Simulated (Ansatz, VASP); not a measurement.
# HfN in VASP and in Ansatz

```
Hf N
1.0
     2.63749    0.00000    0.00000
    -1.31875    2.28414    0.00000
     0.00000    0.00000    5.20088
Hf N
2 2
Direct
  0.00000 0.00000 0.00000
  0.00000 0.00000 0.50000
  0.33333 0.66667 0.25000
  0.66667 0.33333 0.75000
```

Change from the starting cell: volume scaled by 0.64, LAPW.

Alike in both runs: task single point; functional PBE; k mesh 10 × 10 × 6; occupations fermi-dirac, width 0.05 eV; no spin polarisation.

```csv
,VASP,Ansatz
version,VASP 6.6.1,Ansatz 0.2.0
potentials or method,"VASP PAW PBE potentials, release 64 (Hf_pv, N), cutoff 520 eV","all-electron LAPW, scalar-relativistic"
```

|  | VASP | Ansatz | Ansatz less VASP |
| --- | --- | --- | --- |
| pressure (GPa) | 261.2 | 262.5 | +1.29 |
| traceless stress, the component that is largest in VASP (GPa) | -2.14 | 0.24 | +2.382 |

Both programs put the cell under a high pressure, so it lies far from rest at this level. Ansatz ran all-electron here, and VASP with PAW potentials.

Spin-orbit coupling is off throughout. Noted on VASP's run: the cell as given lies far from equilibrium.
